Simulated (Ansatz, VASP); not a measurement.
**One calculation of Mg2As, two programs**

```
CELL_PARAMETERS angstrom
4.89425 0.00000 0.00000
-2.44713 4.23855 0.00000
0.00000 0.00000 3.05895
ATOMIC_POSITIONS crystal
Mg 0.33333 0.66667 0.50000
Mg 0.66667 0.33333 0.50000
As 0.00000 0.00000 0.00000
```

Alike in both runs: functional PBE; k mesh 12 × 12 × 16; occupations gaussian, width 0.1 eV; no spin polarisation.

Ansatz relaxed the structure, and its values are those at the end. VASP's run is a single point on that final structure, the one shown.

```csv
,VASP,Ansatz
version,VASP 6.6.1,Ansatz 0.2.0
potentials or method,"VASP PAW PBE potentials, release 64 (Mg, As), cutoff 520 eV","scalar-relativistic, plane waves, PAW"
valence electrons in the cell,9,35
```

|  | VASP | Ansatz | Ansatz less VASP |
| --- | --- | --- | --- |
| gap on the k mesh at the Fermi level (eV) | none | none | - |
| pressure (GPa) | -0.1 | 0.0 | +0.07 |

A gap of «none» marks a metal or a gap that the smearing closes. The functional is the same, so the differences come from potentials, cutoffs and numerics. VASP's potentials hold 9 valence electrons a cell and Ansatz's 35, so a difference there can come from the potentials and not from the codes.
